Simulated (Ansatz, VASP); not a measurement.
**Sb in VASP and in Ansatz**

```
Sb
1.0
     3.68933    0.00000    0.00000
     0.00000    4.31058    0.00000
     0.00000    0.00000    3.62826
Sb
2
Direct
  0.25000 0.00000 0.76531
  0.75000 0.00000 0.23469
```

Alike in both runs: task single point; functional PBE; k mesh 6 × 4 × 6; occupations gaussian, width 0.1 eV; no spin polarisation.

```csv
,VASP,Ansatz
version,VASP 6.6.1,Ansatz 0.2.0
potentials or method,"VASP PAW PBE potentials, release 64 (Sb), cutoff 520 eV","scalar-relativistic, plane waves, PAW"
valence electrons in the cell,10,30
```

```tsv
	VASP	Ansatz	Ansatz less VASP
gap on the k mesh at the Fermi level (eV)	none	none	-
rms of the force components (eV/Å)	1.204	1.160	-0.0442
```

Atom by atom the forces differ by 0.044 eV/Å (rms over components). A gap of «none» marks a metal or a gap that the smearing closes. With one functional, cell and mesh, what is left measures potentials, basis and numerics. VASP's potentials hold 10 valence electrons a cell and Ansatz's 30, so a difference there can come from the potentials and not from the codes.

The k mesh is coarse, so the values compare programs but aren't converged. Spin-orbit coupling is off throughout.
